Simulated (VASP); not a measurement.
A run of VASP 6.6.1 is set up as follows.

File INCAR:

```
SYSTEM = HgTe
PREC     = Accurate       ! precision mode
ENCUT    = 520            ! plane-wave cutoff, eV
EDIFF    = 1E-6           ! SCF threshold, eV
ISMEAR   = 0              ! smearing method
SIGMA    = 0.1            ! smearing width, eV
LREAL    = .False.        ! projectors in reciprocal space
LASPH    = .True.         ! aspherical terms in the spheres
NELM     = 80             ! most SCF steps
ALGO     = Normal         ! electronic algorithm
ISIF     = 2              ! what is computed and relaxed
LWAVE    = .False.        ! write WAVECAR
LCHARG   = .False.        ! write CHGCAR
GGA      = PS             ! functional
NBANDS   = 16             ! bands
```

File KPOINTS:

```
regular mesh
0
Gamma
  12 12 12
  0 0 0
```

The input POSCAR:

```
HgTe
1.0
    0.0000000000      3.3154688729      3.3154688729
    3.3154688729      0.0000000000      3.3154688729
    3.3154688729      3.3154688729      0.0000000000
Hg Te
1 1
Direct
    0.0000000000      0.0000000000      0.0000000000
    0.2500000000      0.2500000000      0.2500000000
```

Potentials or basis: VASP PAW PBE potentials, release 64 (Hg, Te).

Command:

```console
$ cat potpaw_PBE.64/Hg/POTCAR potpaw_PBE.64/Te/POTCAR > POTCAR
$ mpirun -np 1 vasp_std > vasp.out
```

(1) What does it give for the pressure?

(2) Estimate the band gap on the k mesh.

## Answers

(1) -1.9 GPa.

(2) zero (filled and empty bands touch).

Caveat: semilocal functionals underestimate gaps, so a narrow gap can read as zero; the PAW data sets were made with another functional, which shifts forces and pressure a little; spin-orbit coupling is left out, which moves the levels of the heavy elements.
